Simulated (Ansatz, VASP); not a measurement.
# CsBr in VASP and in Ansatz

The input INCAR:

```
  ALGO = Normal
  EDIFF = 1E-6
  ENCUT = 500
  GGA = PE
  GGA_COMPAT = F
  ISIF = 2
  ISMEAR = -1
  LASPH = T
  LCHARG = F
  LREAL = F
  LWAVE = F
  NBANDS = 15
  NELM = 120
  PREC = Accurate
  SIGMA = 0.1
```

KPOINTS

```
k-points
0
Gamma
  11 11 11
```

POSCAR

```
CsBr
1.0
    4.2367829843      0.0000000000      0.0000000000
    0.0000000000      4.2367829843      0.0000000000
    0.0000000000      0.0000000000      4.2367829843
Cs Br
1 1
Direct
    0.0000000000      0.0000000000      0.0000000000
    0.5000000000      0.5000000000      0.5000000000
```

Input for Ansatz:

```yaml
crystal:
  lattice:
    - [4.2367829843, 0.0, 0.0]
    - [0.0, 4.2367829843, 0.0]
    - [0.0, 0.0, 4.2367829843]
  atoms:
    - { symbol: Cs, position: [0.0, 0.0, 0.0] }
    - { symbol: Br, position: [0.5, 0.5, 0.5] }
kpoints:
  mp_grid: { grid: [11, 11, 11] }
scf:
  occupations: { method: fermi_dirac, width: 0.1 }
hamiltonian:
  xc: pbe
  pseudopotentials: { kind: all_electron, lapw: { basis_error: 0.001 } }
output:
  forces: true
  stress: true
  eigenvalues: true
  populations: true
```

Change from the starting cell: volume scaled by 0.9, LAPW.

Alike in both runs: task single point; functional PBE; k mesh 11 × 11 × 11; occupations fermi-dirac, width 0.1 eV; no spin polarisation.

|  | VASP | Ansatz |
| --- | --- | --- |
| version | VASP 6.6.1 | Ansatz 0.2.0 |
| potentials or method | VASP PAW PBE potentials, release 64 (Cs_sv, Br), cutoff 500 eV | all-electron LAPW, scalar-relativistic |

|  | VASP | Ansatz | Ansatz less VASP |
| --- | --- | --- | --- |
| gap on the k mesh at the Fermi level (eV) | 4.65 | 4.66 | +0.012 |
| pressure (GPa) | 1.8 | 1.7 | -0.06 |

Ansatz ran all-electron here, and VASP with PAW potentials.

Neither program's run includes spin-orbit coupling.
